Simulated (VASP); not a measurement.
Here is a VASP 6.6.1 calculation.

Contents of INCAR:

```
PREC = Accurate ; ENCUT = 520
EDIFF = 1E-6 ; ISMEAR = 0
SIGMA = 0.1 ; LREAL = False
LASPH = True ; NELM = 80
ALGO = Normal ; ISIF = 2
LWAVE = False ; LCHARG = True
GGA = PE ; LELF = True
LVHAR = True ; NBANDS = 36
```

KPOINTS

```
Automatic mesh
0
Gamma
  4 4 4
```

Contents of POSCAR:

```
TaAs3
1.0
    4.4539838398      0.0000000000      0.0000000000
    0.0000000000      5.1804121103      0.0000000000
    0.0000000000      0.0000000000      6.4883158468
Ta As
2 6
Direct
    0.0000000000      0.0000000000      0.7363994303
    0.5000000000      0.5000000000      0.2636005697
    0.0000000000      0.2438689986      0.1317801461
    0.0000000000      0.7561310014      0.1317801461
    0.5000000000      0.7438689986      0.8682198539
    0.5000000000      0.2561310014      0.8682198539
    0.5000000000      0.0000000000      0.4481110594
    0.0000000000      0.5000000000      0.5518889406
```

Potentials or basis: VASP PAW PBE potentials, release 64 (Ta_pv, As).

The run is started by

```console
$ cat potpaw_PBE.64/Ta_pv/POTCAR potpaw_PBE.64/As/POTCAR > POTCAR
$ mpirun -np 1 vasp_std > vasp.out
```

Task: Estimate the largest force.

Result: 0.031 eV/Å.

Task: Estimate the band gap on the k mesh.

Result: Zero (band 26 reaches 6.64 eV, above the bottom of band 27 at 5.90 eV).

Task: Estimate the pressure.

Result: 0.2 GPa.

Forces in eV/Å, atoms in the order of the input:
```
Ta   0.000  0.000  0.006
Ta   0.000  0.000 -0.006
As   0.000  0.027  0.017
As   0.000 -0.027  0.017
As   0.000  0.027 -0.017
As   0.000 -0.027 -0.017
As   0.000  0.000  0.003
As   0.000  0.000 -0.003
```

Caveat: spin-orbit coupling is left out, which moves the levels of the heavy elements.
